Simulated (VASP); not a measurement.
# SnSe (Fm-3m) in VASP: notebook, part 2 of 2

VASP 6.6.1. Earlier steps stand in the parts before.

**3. Relaxation of cell and atoms, LDA, target pressure 16 GPa, at which the enthalpy is minimised**

This run uses another cell than the first one, of 25.57 Å³/atom.

File INCAR:

```
SYSTEM = SnSe
  ALGO = Normal
  EDIFF = 1E-7
  EDIFFG = -0.001
  ENCUT = 500
  GGA_COMPAT = .FALSE.
  IBRION = 2
  ISIF = 3
  ISMEAR = 0
  LASPH = .TRUE.
  LCHARG = .FALSE.
  LREAL = .FALSE.
  LWAVE = .FALSE.
  NELM = 120
  NELMIN = 4
  NSW = 80
  PREC = Accurate
  PSTRESS = 160.0
  SIGMA = 0.01
```

File KPOINTS:

```
k-points
0
G
  8 8 8
  0 0 0
```

File POSCAR:

```
SnSe
1.0
    0.0000000000      2.9462619149      2.9462619149
    2.9462619149      0.0000000000      2.9462619149
    2.9462619149      2.9462619149      0.0000000000
Sn Se
1 1
Direct
    0.0000000000      0.0000000000      0.0000000000
    0.5000000000      0.5000000000      0.5000000000
```

Potentials or basis: VASP PAW LDA potentials, release 64 (Sn_d, Se).

Command:

```console
$ cat potpaw_LDA.64/Sn_d/POTCAR potpaw_LDA.64/Se/POTCAR > POTCAR
$ mpirun -np 1 vasp_std > vasp.out
```

Wall time 2 min (1 thread of Intel Xeon Platinum 8375C at 2.90GHz (Ice Lake), shared host); peak memory 0.17 GiB.

The run converged. Its results:

* Free energy: -9.1531 eV
* Relaxed volume: 21.43 Å³/atom
* Relaxed cell: a = 3.928 Å, b = 3.928 Å, c = 3.928 Å, α = 60.00°, β = 60.00°, γ = 60.00°
* Space group after relaxing (to 0.1 Å): Fm-3m (No. 225)
* Energy change on relaxing (the run minimises the enthalpy): +178.3 meV/atom
* Ionic steps: 7
* Pressure after relaxing: 16.0 GPa
* Band gap on the k mesh: 0.49 eV (least direct gap 0.51 eV)

Step by step:
```
step  energy change (eV)  largest force (eV/Å)  pressure (GPa)  volume (Å³)
   1              0.0000                0.0000            0.11        51.15
   2              2.0309                0.0000           55.07        34.57
   3              0.3244                0.0000           15.05        43.19
   4              0.3507                0.0000           15.82        42.92
   5              0.3662                0.0000           16.27        42.77
   6              0.3460                0.0000           15.69        42.97
   7              0.3567                0.0000           16.00        42.86
```

Final structure:
```xyz
2
Lattice="0.0000 2.7777 2.7777 2.7777 0.0000 2.7777 2.7777 2.7777 0.0000" Properties=species:S:1:pos:R:3 pbc="T T T"
Sn    0.0000    0.0000    0.0000
Se    2.7777    2.7777    2.7777
```

Levels at points of the mesh, in eV from the valence-band top:
| k point | band 7 | band 8 | band 9 | band 10 | band 11 | band 12 | band 13 | band 14 |
| --- | --- | --- | --- | --- | --- | --- | --- | --- |
| (0.00, 0.00, 0.00) | -4.58 | -3.27 | -3.27 | -3.27 | 4.80 | 4.80 | 4.80 | 5.20 |
| (0.50, 0.00, 0.00) | -9.95 | -2.92 | -2.92 | -0.65 | 0.60 | 0.60 | 1.23 | 8.54 |
| (0.50, 0.50, 0.00) | -7.69 | -6.58 | -5.25 | -5.25 | 1.74 | 6.36 | 6.36 | 7.19 |

Caveat: the cell is relaxed towards a set pressure, so the run minimises the enthalpy, not the energy; the volume moved by over 15 % at a fixed basis, so the end points are rough; spin-orbit coupling is left out, which moves the levels of the heavy elements. Zero-point motion and thermal expansion aren't in these numbers.

**4. Relaxation of cell and atoms, LDA, target pressure 16 GPa, at which the enthalpy is minimised**

File INCAR:

```
SYSTEM = SnSe
  ALGO = Normal
  EDIFF = 1E-7
  EDIFFG = -0.001
  ENCUT = 500
  GGA_COMPAT = .False.
  IBRION = 2
  ISIF = 3
  ISMEAR = 0
  LASPH = .True.
  LCHARG = .False.
  LREAL = .False.
  LWAVE = .False.
  NELM = 120
  NELMIN = 4
  NSW = 80
  PREC = Accurate
  PSTRESS = 160.0
  SIGMA = 0.01
```

File KPOINTS:

```
k-points
0
Gamma
  12 12 12
  0 0 0
```

File POSCAR:

```
SnSe
1.0
    0.0000000000      2.7756625541      2.7756625541
    2.7756625541      0.0000000000      2.7756625541
    2.7756625541      2.7756625541      0.0000000000
Sn Se
1 1
Direct
    0.0000000000      0.0000000000      0.0000000000
    0.5000000000      0.5000000000      0.5000000000
```

Command:

```console
$ cat potpaw_LDA.64/Sn_d/POTCAR potpaw_LDA.64/Se/POTCAR > POTCAR
$ mpirun -np 1 vasp_std > vasp.out
```

It took 1.8 min on 1 thread of Intel Xeon Platinum 8375C at 2.90GHz (Ice Lake), shared host; peak memory 0.18 GiB.

The run converged. Its results:

```yaml
Free_energy: -9.1318 eV
Relaxed_volume: 21.40 Å³/atom
Relaxed_cell: a = 3.926 Å, b = 3.926 Å, c = 3.926 Å, α = 60.00°, β = 60.00°, γ = 60.00°
Space_group_after_relaxing_to_0.1_Å: Fm-3m (No. 225)
Energy_change_on_relaxing_the_run_minimises_the_enthalpy: -1.5 meV/atom
Ionic_steps: 3
Pressure_after_relaxing: 16.0 GPa
Band_gap_on_the_k_mesh: 0.11 eV (least direct gap 0.40 eV)
```

The path:
| step | energy change (eV) | largest force (eV/Å) | pressure (GPa) | volume (Å³) |
| --- | --- | --- | --- | --- |
| 1 | 0.0000 | 0.0000 | 16.07 | 42.77 |
| 2 | -0.0055 | 0.0000 | 15.93 | 42.82 |
| 3 | -0.0031 | 0.0000 | 15.99 | 42.80 |

Final structure:
```
CELL_PARAMETERS angstrom
0.00000 2.77632 2.77632
2.77632 0.00000 2.77632
2.77632 2.77632 0.00000
ATOMIC_POSITIONS crystal
Sn 0.00000 0.00000 0.00000
Se 0.50000 0.50000 0.50000
```

Levels at points of the mesh, in eV from the valence-band top:
```csv
k point,band 7,band 8,band 9,band 10,band 11,band 12,band 13,band 14
"(0.00, 0.00, 0.00)",-4.53,-3.24,-3.24,-3.24,4.84,4.84,4.84,5.23
"(0.50, 0.00, 0.00)",-9.92,-2.89,-2.89,-0.61,0.63,0.63,1.28,8.58
"(0.50, 0.50, 0.00)",-7.67,-6.54,-5.22,-5.22,1.78,6.41,6.41,7.24
```

Caveat: the cell is relaxed towards a set pressure, so the run minimises the enthalpy, not the energy; spin-orbit coupling is left out, which moves the levels of the heavy elements. A k mesh can miss the band edges.

**5. Single point, LDA**

This run uses another cell than the first one, of 24.45 Å³/atom.

File INCAR:

```
  ALGO = Normal
  EDIFF = 1E-7
  ENCUT = 520
  GGA = CA
  ISIF = 2
  ISMEAR = 0
  LASPH = True
  LCHARG = False
  LREAL = False
  LWAVE = False
  NBANDS = 17
  NELM = 80
  PREC = Accurate
  SIGMA = 0.01
```

File KPOINTS:

```
k-points
0
Gamma
  8 8 8
```

File POSCAR:

```
SnSe
1.0
    0.0000000000      2.9025647421      2.9025647421
    2.9025647421      0.0000000000      2.9025647421
    2.9025647421      2.9025647421      0.0000000000
Sn Se
1 1
Direct
    0.0000000000      0.0000000000      0.0000000000
    0.5000000000      0.5000000000      0.5000000000
```

Command:

```console
$ cat potpaw_LDA.64/Sn_d/POTCAR potpaw_LDA.64/Se/POTCAR > POTCAR
$ mpirun -np 1 vasp_std > vasp.out
```

Wall time 7.3 s (1 thread of Intel Xeon 6975P-C (Granite Rapids), shared host); peak memory 0.16 GiB.

Results (log left out):

```
Free energy            : -9.4872 eV
Pressure               : 3.1 GPa
Band gap on the k mesh : 0.70 eV (least direct gap 0.89 eV)
```

Levels at points of the mesh, in eV from the valence-band top:
| k point | band 7 | band 8 | band 9 | band 10 | band 11 | band 12 | band 13 | band 14 |
| --- | --- | --- | --- | --- | --- | --- | --- | --- |
| (0.00, 0.00, 0.00) | -4.78 | -2.47 | -2.47 | -2.47 | 4.65 | 4.65 | 4.65 | 5.76 |
| (0.50, 0.00, 0.00) | -8.69 | -2.18 | -2.18 | -0.15 | 0.98 | 1.12 | 1.12 | 8.49 |
| (0.50, 0.50, 0.00) | -6.24 | -6.12 | -4.14 | -4.14 | 2.63 | 5.91 | 5.91 | 6.62 |

Caveat: the cell stands under pressure; spin-orbit coupling is left out, which moves the levels of the heavy elements.

**6. Single point, LDA (25.06 Å³/atom)**

This run uses another cell than the first one, of 25.06 Å³/atom.

File INCAR:

```
ALGO     = Normal         # electronic algorithm
EDIFF    = 1E-6           # SCF threshold, eV
ENCUT    = 520            # plane-wave cutoff, eV
GGA      = CA             # functional
ISIF     = 2              # what is computed and relaxed
ISMEAR   = 0              # smearing method
LASPH    = T              # aspherical terms in the spheres
LCHARG   = F              # write CHGCAR
LREAL    = F              # projectors in reciprocal space
LWAVE    = F              # write WAVECAR
NBANDS   = 17             # bands
NELM     = 80             # most SCF steps
PREC     = Accurate       # precision mode
SIGMA    = 0.01           # smearing width, eV
```

KPOINTS is that of step 5.

File POSCAR:

```
SnSe
1.0
    0.0000000000      2.9264877525      2.9264877525
    2.9264877525      0.0000000000      2.9264877525
    2.9264877525      2.9264877525      0.0000000000
Sn Se
1 1
Direct
    0.0000000000      0.0000000000      0.0000000000
    0.5000000000      0.5000000000      0.5000000000
```

Potentials or basis: VASP PAW LDA potentials, release 64 (Sn_d, Se).

Command:

```console
$ cat potpaw_LDA.64/Sn_d/POTCAR potpaw_LDA.64/Se/POTCAR > POTCAR
$ mpirun -np 1 vasp_std > vasp.out
```

Run time: 6.7 s. Hardware: 1 thread of Intel Xeon 6975P-C (Granite Rapids), shared host; peak memory 0.16 GiB.

The run converged. Its results:

```yaml
Free_energy: -9.5047 eV
Pressure: 1.4 GPa
Band_gap_on_the_k_mesh: 0.74 eV (least direct gap 0.93 eV)
```

Levels at points of the mesh, in eV from the valence-band top:
| k point | band 7 | band 8 | band 9 | band 10 | band 11 | band 12 | band 13 | band 14 |
| --- | --- | --- | --- | --- | --- | --- | --- | --- |
| (0.00, 0.00, 0.00) | -4.82 | -2.33 | -2.33 | -2.33 | 4.62 | 4.62 | 4.62 | 5.85 |
| (0.50, 0.00, 0.00) | -8.48 | -2.05 | -2.05 | -0.08 | 0.94 | 1.21 | 1.21 | 8.48 |
| (0.50, 0.50, 0.00) | -6.05 | -6.00 | -3.96 | -3.96 | 2.78 | 5.82 | 5.82 | 6.51 |

Caveat: spin-orbit coupling is left out, which moves the levels of the heavy elements. A k mesh can miss the band edges.

**7. The runs side by side**

```tsv
task	cell	k mesh	cutoff (eV)	gap on the mesh (eV)	pressure (GPa)
single point	a = 3.924 Å, angles 60.0°, 2 atoms	12 × 12 × 12	500	0.11	16.3
relaxation of cell and atoms	relaxed to 16 GPa from a = 4.167 Å, angles 60.0°, 2 atoms	8 × 8 × 8	500	0.49	16.0
relaxation of cell and atoms	relaxed to 16 GPa from a = 3.925 Å, angles 60.0°, 2 atoms	12 × 12 × 12	500	0.11	16.0
single point	a = 4.105 Å, angles 60.0°, 2 atoms	8 × 8 × 8	520	0.70	3.1
single point	a = 4.139 Å, angles 60.0°, 2 atoms	8 × 8 × 8	520	0.74	1.4
```

Alike in all rows: level LDA; potentials or basis VASP PAW LDA potentials, release 64 (Sn_d, Se); no spin polarisation; smearing gaussian 0.01 eV.

Caveats: spin-orbit coupling is left out, which moves the levels of the heavy elements; the cell stands under pressure (at least some runs); the cell is relaxed towards a set pressure, so the run minimises the enthalpy, not the energy (at least some runs); the volume moved by over 15 % at a fixed basis, so the end points are rough (at least some runs).

Total energies depend on the potentials used, so only differences within one code and one set of settings carry meaning.
